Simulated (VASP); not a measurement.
# Ti3Sb2Se3 (P-3m1) in VASP: a series of runs

Ti3Sb2Se3 is run at these levels: PBE; tasks: single point.

Program: VASP 6.6.1. These are calculated values, not measurements. Logs are shortened: lines on timing, memory, paths and dates and some standing lists are left out, and cuts for length are marked.

**1. The cell of the first run**

Symmetry: P-3m1, No. 164, trigonal system. The conventional cell has a = 3.538 Å, b = 3.538 Å, c = 17.095 Å, α = 90.00°, β = 90.00°, γ = 120.00°. Ti (site symmetry 3m) has 3 Se at 2.54 Å and 3 Sb at 2.88 Å within 3.4 Å. Within 3.4 Å of Ti (site symmetry -3m) lie 6 Se at 2.57 Å. Within 3.8 Å of Sb (site symmetry 3m) lie 3 Ti at 2.88 Å and 6 Sb at 3.54 Å. Within 3.4 Å of Se (site symmetry -3m) lie 6 Ti at 2.54 Å. Within 3.4 Å of Se (site symmetry 3m) lie 3 Ti at 2.57 Å.

**2. Single point, PBE, collinear spin**

INCAR

```
  PREC = Accurate
  ENCUT = 500
  EDIFF = 1E-6
  ISMEAR = 0
  SIGMA = 0.15
  LREAL = False
  LASPH = True
  NELM = 200
  ALGO = Normal
  ISIF = 2
  LWAVE = False
  LCHARG = False
  ISPIN = 2
  MAGMOM = 1 1 1 0 0 0 0 0
  LORBIT = 11
  LMAXMIX = 4
  GGA = PE
  NBANDS = 46
  GGA_COMPAT = False
```

KPOINTS

```
Automatic mesh
0
Gamma
  4 4 1
```

POSCAR

```
Ti3Sb2Se3
1.0
    3.5377632170     -0.0000002557      0.0000020478
   -1.7688818300      3.0637930306     -0.0000006847
    0.0000083574      0.0000015984     17.0947773031
Ti Sb Se
3 2 3
Direct
    0.6666661327      0.3333332273      0.0884423630
    0.3333338673      0.6666667727      0.9115576370
    0.0000000000      0.0000000000      0.5000000000
    0.3333322190      0.6666664463      0.2071415847
    0.6666677810      0.3333335537      0.7928584153
    0.0000000000      0.0000000000      0.0000000000
    0.3333326325      0.6666665270      0.5913016402
    0.6666673675      0.3333334730      0.4086983598
```

Potentials or basis: VASP PAW PBE potentials, release 64 (Ti_sv, Sb, Se).

Started as:

```sh
cat potpaw_PBE.64/Ti_sv/POTCAR potpaw_PBE.64/Sb/POTCAR potpaw_PBE.64/Se/POTCAR > POTCAR
mpirun -np 1 vasp_std > vasp.out
```

OUTCAR:

```text
PREC = Accurate
   ENCUT = 500
   EDIFF = 1E-6
   ISMEAR = 0
   LREAL = False
   LASPH = True
   NELM = 200
   ISIF = 2
   ISPIN = 2
   LORBIT = 11
   GGA = PE

 ion  position               nearest neighbor table
   1  0.667  0.333  0.088-   6 2.54   6 2.54   6 2.54   4 2.88   4 2.88   4 2.88
   2  0.333  0.667  0.912-   6 2.54   6 2.54   6 2.54   5 2.88   5 2.88   5 2.88
   3  0.000  0.000  0.500-   7 2.57   8 2.57   7 2.57   8 2.57   8 2.57   7 2.57
   4  0.333  0.667  0.207-   1 2.88   1 2.88   1 2.88
   5  0.667  0.333  0.793-   2 2.88   2 2.88   2 2.88
   6  0.000  0.000  0.000-   1 2.54   2 2.54   1 2.54   2 2.54   1 2.54   2 2.54
   7  0.333  0.667  0.591-   3 2.57   3 2.57   3 2.57
   8  0.667  0.333  0.409-   3 2.57   3 2.57   3 2.57

  LATTYP: Found a hexagonal cell.
 ALAT       =     3.5377632170
 C/A-ratio  =     4.8320863366

  Lattice vectors:

 A1 = (   3.5377632170,  -0.0000002557,   0.0000020478)
 A2 = (  -1.7688818300,   3.0637930306,  -0.0000006847)
 A3 = (   0.0000083574,   0.0000015984,  17.0947773031)

Analysis of symmetry for initial positions (statically):
=====================================================================
 Subroutine PRICEL returns:
 Original cell was already a primitive cell.

 Routine SETGRP: Setting up the symmetry group for a
 hexagonal supercell.

 Subroutine GETGRP returns: Found 12 space group operations
 (whereof 12 operations were pure point group operations)
 out of a pool of 24 trial point group operations.

The static configuration has the point symmetry D_3d.

Analysis of symmetry for dynamics (positions and initial velocities):
=====================================================================
 Subroutine PRICEL returns:
 Original cell was already a primitive cell.

 Routine SETGRP: Setting up the symmetry group for a
 hexagonal supercell.

 Subroutine GETGRP returns: Found 12 space group operations
 (whereof 12 operations were pure point group operations)
 out of a pool of 24 trial point group operations.

The dynamic configuration has the point symmetry D_3d.

Analysis of structural, dynamic, and magnetic symmetry:
=====================================================================
 Subroutine PRICEL returns:
 Original cell was already a primitive cell.

 Routine SETGRP: Setting up the symmetry group for a
 hexagonal supercell.

 Subroutine GETGRP returns: Found 12 space group operations
 (whereof 12 operations were pure point group operations)
 out of a pool of 24 trial point group operations.

The overall configuration has the point symmetry D_3d.

 Subroutine INISYM returns: Found 12 space group operations
 (whereof 12 operations are pure point group operations),
 and found     1 'primitive' translations

----------------------------------------------------------------------------------------

                                     Primitive cell

  volume of cell :     185.2898

  direct lattice vectors                    reciprocal lattice vectors
     3.537763217 -0.000000256  0.000002048     0.282664492  0.163196430 -0.000000153
    -1.768881830  3.063793031 -0.000000685     0.000000024  0.326392818 -0.000000031
     0.000008357  0.000001598 17.094777303    -0.000000034 -0.000000006  0.058497398

  length of vectors
     3.537763217  3.537763511 17.094777303     0.326392845  0.326392818  0.058497398

  position of ions in fractional coordinates (direct lattice)
     0.666666133  0.333333227  0.088442363
     0.333333867  0.666666773  0.911557637
     0.000000000  0.000000000  0.500000000
     0.333332219  0.666666446  0.207141585
     0.666667781  0.333333554  0.792858415
     0.000000000  0.000000000  0.000000000
     0.333332633  0.666666527  0.591301640
     0.666667367  0.333333473  0.408698360

  ion indices of the primitive-cell ions
   primitive index   ion index
                 1           1
                 2           2
                 3           3
                 4           4
                 5           5
                 6           6
                 7           7
                 8           8

----------------------------------------------------------------------------------------

 KPOINTS: Automatic mesh

[... 34 lines left out ...]
   NGX,Y,Z   is equivalent  to a cutoff of  13.16, 13.16, 12.25 a.u.
   NGXF,Y,Z  is equivalent  to a cutoff of  26.32, 26.32, 24.51 a.u.
 SYSTEM =  unknown system
   PREC   = accura    normal or accurate (medium, high low for compatibility)
   ISTART =      0    job   : 0-new  1-cont  2-samecut
   ICHARG =      2    charge: 1-file 2-atom 10-const
   ISPIN  =      2    spin polarized calculation?
   LNONCOLLINEAR =      F non collinear calculations
   LSORBIT =      F    spin-orbit coupling
   LASPH  =      T    aspherical Exc in radial PAW
   ENCUT  =  500.0 eV  36.75 Ry    6.06 a.u.   6.45  6.45 31.17*2*pi/ulx,y,z
   NELM   =    200;   NELMIN=  2; NELMDL= -5     # of ELM steps
   EDIFF  = 0.1E-05   stopping-criterion for ELM
[... 19 lines left out ...]
     AMIX_MAG =   1.60;   BMIX_MAG =  1.00
  volume/ion in A,a.u.               =      23.16       156.30
  Fermi-wavevector in a.u.,A,eV,Ry     =   1.148641  2.170617 17.951200  1.319376
  Thomas-Fermi vector in A             =   2.285315
   LORBIT       =     11    0 simple, 1 ext, 2 COOP (PROOUT), +10 PAW based schemes
   GGA     = PE    functional components
   LHFCALC =     F    Hartree Fock is set to
   AEXX    =    0.0000 exact exchange contribution
   IVDW    =     0    specifies the selected vdW correction
   LEPSILON=     F    determine dielectric tensor
   LRPA    =     F    only Hartree local field effects (RPA)
 spin polarized calculation
 Gauss-broadening in eV      SIGMA  =   0.15
  energy-cutoff  :      500.00
  volume of cell :      185.29
 maximum number of plane-waves:      4725
 NGX is ok and might be reduce to    28
   NGX = 13   NGY = 13   NGZ = 63

 number of electron      64.0000006 magnetization       0.0015477

 number of electron      64.0000006 magnetization      -0.0009396

 Free energy of the ion-electron system (eV)
  ---------------------------------------------------
  ext. energy  EPLUGINS =         0.00000000
  ---------------------------------------------------
  free energy    TOTEN  =       -47.96450286 eV

  energy without entropy =      -47.92532722  energy(sigma->0) =      -47.94491504

 E-fermi :   6.0893     XC(G=0):  -9.9805

 val. band max:        6.0235763578   @ k =   0.5000   0.0000   0.0000
 cond. band min:       6.1063521316   @ k =   0.0000   0.0000   0.0000
 fundamental gap:      0.0827757738
 Fermi energy:         6.0893054356

 spin component 1

 k-point     1 :       0.0000    0.0000    0.0000
  band No.  band energies     occupation
      1     -51.5448      1.00000
      2     -51.3252      1.00000
      3     -51.3209      1.00000
      4     -27.7623      1.00000
      5     -27.7623      1.00000
      6     -27.7604      1.00000
[... 177 lines left out ...]
     43       7.9715      0.00000
     44       8.3506      0.00000
 Fermi energy:         6.0893054356

 spin component 2

 k-point     1 :       0.0000    0.0000    0.0000
  band No.  band energies     occupation
      1     -51.5455      1.00000
      2     -51.3248      1.00000
      3     -51.3205      1.00000
      4     -27.7630      1.00000
      5     -27.7630      1.00000
      6     -27.7613      1.00000
[... 177 lines left out ...]
     43       7.9718      0.00000
     44       8.3505      0.00000
 [bands above 44 left out]

------------------------ aborting loop because EDIFF is reached ----------------------------------------

  FORCE on cell =-STRESS in cart. coord.  units (eV):
  Direction    XX          YY          ZZ          XY          YZ          ZX
  --------------------------------------------------------------------------------------
  -------------------------------------------------------------------------------------
  Total       -0.0326169     -0.0326169      0.6752593      0.0000000      0.0000001      0.0000003
  in kB       -0.2820340     -0.2820340      5.8388797      0.0000000      0.0000005      0.0000027
  external PRESSURE =       1.7582706 kB  Pullay stress =       0.0000000 kB

 VOLUME and BASIS-vectors are now :
 -----------------------------------------------------------------------------
  energy-cutoff  :      500.00
  volume of cell :      185.29
      direct lattice vectors                 reciprocal lattice vectors
     3.537763217 -0.000000256  0.000002048     0.282664492  0.163196430 -0.000000153
    -1.768881830  3.063793031 -0.000000685     0.000000024  0.326392818 -0.000000031
     0.000008357  0.000001598 17.094777303    -0.000000034 -0.000000006  0.058497398

 POSITION                                       TOTAL-FORCE (eV/Angst)
 -----------------------------------------------------------------------------------
      1.76888      1.02126      1.51190         0.000000      0.000000      0.002022
      0.00001      2.04253     15.58288        -0.000000     -0.000000     -0.002022
      0.00000      0.00000      8.54739         0.000000      0.000000      0.000000
     -0.00000      2.04253      3.54104         0.000000      0.000000      0.037102
      1.76889      1.02127     13.55374        -0.000000     -0.000000     -0.037102
      0.00000      0.00000      0.00000         0.000000      0.000000      0.000000
      0.00000      2.04253     10.10817         0.000000      0.000000      0.056374
      1.76889      1.02127      6.98661        -0.000000     -0.000000     -0.056374
 -----------------------------------------------------------------------------------
    total drift:                                0.000000      0.000000     -0.000000

  FREE ENERGIE OF THE ION-ELECTRON SYSTEM (eV)
  ---------------------------------------------------
  free  energy   TOTEN  =       -47.9645028617 eV

  energy  without entropy=      -47.9253272197  energy(sigma->0) =      -47.94491504

 total charge

# of ion       s       p       d       tot
------------------------------------------
    1        2.159   6.101   1.978  10.239
    2        2.159   6.101   1.978  10.239
    3        2.174   6.154   1.824  10.152
    4        1.215   1.154   0.031   2.400
    5        1.215   1.154   0.031   2.400
    6        1.436   2.494   0.102   4.032
    7        1.471   2.349   0.033   3.854
    8        1.471   2.349   0.033   3.854
--------------------------------------------------
tot         13.301  27.856   6.011  47.169

 magnetization (x)

# of ion       s       p       d       tot
------------------------------------------
    1        0.000   0.000   0.000   0.000
    2        0.000   0.000   0.000   0.000
    3       -0.000  -0.000  -0.001  -0.001
    4        0.000  -0.000   0.000  -0.000
    5        0.000  -0.000   0.000  -0.000
    6       -0.000  -0.000   0.000  -0.000
    7        0.000   0.000  -0.000   0.000
    8        0.000   0.000  -0.000   0.000
--------------------------------------------------
tot          0.000   0.000  -0.000  -0.000
```

Wall time 3.4 min (1 thread of Intel Xeon Platinum 8259CL at 2.50GHz (Skylake/Cascade Lake), shared host); peak memory 0.4 GiB.

Results:

```
Free energy                                           : -47.9645 eV
Pressure                                              : 0.2 GPa
Largest force                                         : 0.056 eV/Å
Band gap on the k mesh                                : zero (filled and empty bands overlap)
Net moment                                            : 0.00 μB per cell
Valence electrons inside the program's atomic spheres : Ti 10.24, 10.15 (each value once); Sb 2.40; Se 4.03, 3.85 (each value once)
```

Forces in eV/Å, atoms in the order of the input:
```
Ti   0.000  0.000  0.002
Ti   0.000  0.000 -0.002
Ti   0.000  0.000  0.000
Sb   0.000  0.000  0.037
Sb   0.000  0.000 -0.037
Se   0.000  0.000  0.000
Se   0.000  0.000  0.056
Se   0.000  0.000 -0.056
```

Caveat: the k points lie up to 0.51 Å⁻¹ apart; spin-orbit coupling is left out, which moves the levels of the heavy elements; this functional lacks dispersion, which binds layers or chains, so the pressure and a relaxed spacing across them are unreliable.

**3. Single point, PBE, collinear spin**

INCAR

```
SYSTEM = Ti3Sb2Se3
ALGO = Normal
EDIFF = 1E-6
ENCUT = 500
GGA = PE
GGA_COMPAT = .False.
ISIF = 2
ISMEAR = 0
ISPIN = 2
LASPH = .True.
LCHARG = .False.
LMAXMIX = 4
LORBIT = 11
LREAL = .False.
LWAVE = .False.
MAGMOM = 1 1 1 0 0 0 0 0
NBANDS = 46
NELM = 200
PREC = Accurate
SIGMA = 0.1
```

KPOINTS

```
k-points
0
Gamma
  6 6 1
  0 0 0
```

POSCAR

```
Ti3Sb2Se3
1.0
    3.5377633642      0.0000000000      0.0000000000
   -1.7688816821      3.0637929460      0.0000000000
    0.0000000000      0.0000000000     17.0947773031
Ti Sb Se
3 2 3
Direct
    0.6666666667      0.3333333333      0.0884423630
    0.3333333333      0.6666666667      0.9115576370
    0.0000000000      0.0000000000      0.5000000000
    0.3333333333      0.6666666667      0.2071415847
    0.6666666667      0.3333333333      0.7928584153
    0.0000000000      0.0000000000      0.0000000000
    0.3333333333      0.6666666667      0.5913016402
    0.6666666667      0.3333333333      0.4086983598
```

Potentials or basis: VASP PAW PBE potentials, release 64 (Ti_sv, Sb, Se).

Started as:

```sh
cat potpaw_PBE.64/Ti_sv/POTCAR potpaw_PBE.64/Sb/POTCAR potpaw_PBE.64/Se/POTCAR > POTCAR
mpirun -np 1 vasp_std > vasp.out
```

It took 4.9 min on 1 thread of Intel Xeon Platinum 8259CL at 2.50GHz (Skylake/Cascade Lake), shared host; peak memory 0.42 GiB.

Results (log left out):

```
Free energy                                           : -47.9117 eV
Pressure                                              : 0.1 GPa
Largest force                                         : 0.073 eV/Å
Band gap on the k mesh                                : zero (filled and empty bands overlap)
Net moment                                            : 0.00 μB per cell
Valence electrons inside the program's atomic spheres : Ti 10.24, 10.15 (each value once); Sb 2.40; Se 4.03, 3.86 (each value once)
```

Forces on the atoms (eV/Å):
```
Ti   0.000  0.000  0.073
Ti   0.000  0.000 -0.073
Ti   0.000  0.000  0.000
Sb   0.000  0.000 -0.020
Sb   0.000  0.000  0.020
Se   0.000  0.000  0.000
Se   0.000  0.000 -0.048
Se   0.000  0.000  0.048
```

Levels at points of the mesh, in eV from the Fermi level:
Spin up:
```tsv
k point	band 29	band 30	band 31	band 32	band 33	band 34	band 35	band 36
(0.00, 0.00, 0.00)	-0.31	0.09	0.09	0.39	0.39	0.46	0.46	0.82
(0.50, 0.00, 0.00)	-1.13	-1.00	-0.86	-0.13	-0.05	0.37	0.54	1.34
```
Spin down:
| k point | band 28 | band 29 | band 30 | band 31 | band 32 | band 33 | band 34 | band 35 | band 36 | band 37 |
| --- | --- | --- | --- | --- | --- | --- | --- | --- | --- | --- |
| (0.00, 0.00, 0.00) | -0.31 | -0.31 | 0.09 | 0.09 | 0.39 | 0.39 | 0.46 | 0.46 | 0.82 | 0.82 |
| (0.50, 0.00, 0.00) | -2.03 | -1.13 | -1.00 | -0.86 | -0.13 | -0.05 | 0.37 | 0.54 | 1.34 | 1.42 |

Caveat: the k points lie up to 0.37 Å⁻¹ apart; spin-orbit coupling is left out, which moves the levels of the heavy elements; this functional lacks dispersion, which binds layers or chains, so the pressure and a relaxed spacing across them are unreliable.

**4. Single point, PBE (25.07 Å³/atom)**

This run uses another cell than the first one, of 25.07 Å³/atom.

INCAR

```
SYSTEM = Ti3Sb2Se3
ALGO     = Normal         ! electronic algorithm
EDIFF    = 1E-6           ! SCF threshold, eV
ENCUT    = 500            ! plane-wave cutoff, eV
GGA      = PE             ! functional
GGA_COMPAT= .FALSE.      
ISIF     = 2              ! what is computed and relaxed
ISMEAR   = 0              ! smearing method
LASPH    = .TRUE.         ! aspherical terms in the spheres
LCHARG   = .FALSE.        ! write CHGCAR
LREAL    = .FALSE.        ! projectors in reciprocal space
LWAVE    = .FALSE.        ! write WAVECAR
NBANDS   = 42             ! bands
NELM     = 120            ! most SCF steps
PREC     = Accurate       ! precision mode
SIGMA    = 0.1            ! smearing width, eV
```

KPOINTS

```
k-points
0
G
  12 12 2
  0 0 0
```

POSCAR

```
Ti3Sb2Se3
1.0
    3.5411764380      0.0000000000      0.0000000000
   -1.7705882190      3.0667487546      0.0000000000
    0.0000000000      0.0000000000     18.4691362955
Ti Sb Se
3 2 3
Direct
    0.6666666667      0.3333333333      0.0816606677
    0.3333333333      0.6666666667      0.9183393323
    0.0000000000      0.0000000000      0.5000000000
    0.3333333333      0.6666666667      0.1924241232
    0.6666666667      0.3333333333      0.8075758768
    0.0000000000      0.0000000000      0.0000000000
    0.3333333333      0.6666666667      0.5839262748
    0.6666666667      0.3333333333      0.4160737252
```

Started as:

```sh
cat potpaw_PBE.64/Ti_sv/POTCAR potpaw_PBE.64/Sb/POTCAR potpaw_PBE.64/Se/POTCAR > POTCAR
mpirun -np 1 vasp_std > vasp.out
```

It took 8.4 min on 1 thread of Intel Xeon Platinum 8259CL at 2.50GHz (Skylake/Cascade Lake), shared host; peak memory 0.48 GiB.

It converged, with:

```yaml
Free_energy: -47.9356 eV
Pressure: -0.2 GPa
Largest_force: 0.016 eV/Å
Band_gap_on_the_k_mesh: zero (bands 32 and 33 overlap by 0.48 eV)
```

Forces in eV/Å, atoms in the order of the input:
```
Ti   0.000  0.000  0.003
Ti   0.000  0.000 -0.003
Ti   0.000  0.000  0.000
Sb   0.000  0.000  0.013
Sb   0.000  0.000 -0.013
Se   0.000  0.000  0.000
Se   0.000  0.000  0.016
Se   0.000  0.000 -0.016
```

Levels at points of the mesh, in eV from the Fermi level:
| k point | band 28 | band 29 | band 30 | band 31 | band 32 | band 33 | band 34 | band 35 | band 36 | band 37 |
| --- | --- | --- | --- | --- | --- | --- | --- | --- | --- | --- |
| (0.00, 0.00, 0.00) | -0.31 | -0.31 | 0.08 | 0.08 | 0.45 | 0.45 | 0.46 | 0.46 | 0.81 | 0.81 |
| (0.50, 0.00, 0.00) | -1.95 | -1.10 | -1.08 | -0.84 | -0.13 | -0.03 | 0.37 | 0.54 | 1.33 | 1.40 |
| (0.00, 0.00, 0.50) | -0.31 | -0.29 | 0.08 | 0.08 | 0.45 | 0.45 | 0.46 | 0.46 | 0.81 | 0.81 |
| (0.50, 0.00, 0.50) | -1.88 | -1.14 | -1.08 | -0.82 | -0.13 | -0.03 | 0.37 | 0.54 | 1.33 | 1.40 |

Caveat: spin-orbit coupling is left out, which moves the levels of the heavy elements; this functional lacks dispersion, which binds layers or chains, so the pressure and a relaxed spacing across them are unreliable.

**5. Summary**

| spin | cell | k mesh | smearing | gap on the mesh (eV) | pressure (GPa) | moment (μB) | largest force (eV/Å) |
| --- | --- | --- | --- | --- | --- | --- | --- |
| collinear | a = 3.538, b = 3.538, c = 17.095 Å, angles 90.0, 90.0, 120.0°, 8 atoms, atomic positions A | 4 × 4 × 1 | gaussian 0.15 eV | none | 0.2 | 0.00 | 0.06 |
| collinear | a = 3.538, b = 3.538, c = 17.095 Å, angles 90.0, 90.0, 120.0°, 8 atoms, atomic positions A | 6 × 6 × 1 | gaussian 0.1 eV | none | 0.1 | 0.00 | 0.07 |
| off | a = 3.541, b = 3.541, c = 18.469 Å, angles 90.0, 90.0, 120.0°, 8 atoms, atomic positions B | 12 × 12 × 2 | gaussian 0.1 eV | none | -0.2 | - | 0.02 |

Alike in all rows: task single point; level PBE; potentials or basis VASP PAW PBE potentials, release 64 (Ti_sv, Sb, Se); cutoff (eV) 500.

Caveats: some runs use coarse meshes; spin-orbit coupling is left out, which moves the levels of the heavy elements; this functional lacks dispersion, which binds layers or chains, so the pressure and a relaxed spacing across them are unreliable.

Absolute energies hang on the potentials; compare differences alone.

The gap in the log of VASP goes by the Fermi energy; the results here count the filled bands.